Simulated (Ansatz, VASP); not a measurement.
SrTiO3: VASP beside Ansatz

```xyz
5
Lattice="3.9098 0.0000 0.0000 0.0000 3.9098 0.0000 0.0000 0.0000 3.9098" Properties=species:S:1:pos:R:3 pbc="T T T"
Sr    1.9549    1.9549    1.9549
Ti    0.0000    0.0000    0.0000
O     1.9549    0.0000    0.0000
O     0.0000    1.9549    0.0000
O     0.0000    0.0000    1.9549
```

Alike in both runs: functional PBE; dispersion D3(BJ); k mesh 8 × 8 × 8; occupations gaussian, width 0.02 eV; no spin polarisation.

Ansatz relaxed the structure, and its values are those at the end. VASP's run is a single point on that final structure, the one shown.

|  | VASP | Ansatz |
| --- | --- | --- |
| version | VASP 6.6.1 | Ansatz 0.2.0 |
| potentials or method | VASP PAW PBE potentials, release 64 (Sr_sv, Ti_sv, O), cutoff 520 eV | scalar-relativistic, plane waves, PAW |
| valence electrons in the cell | 40 | 40 |

|  | VASP | Ansatz | Ansatz less VASP |
| --- | --- | --- | --- |
| gap on the k mesh at the Fermi level (eV) | 1.85 | 1.88 | +0.031 |
| least direct gap on the mesh (eV) | 2.21 | 2.23 | +0.021 |
| pressure (GPa) | 0.7 | 0.0 | -0.66 |
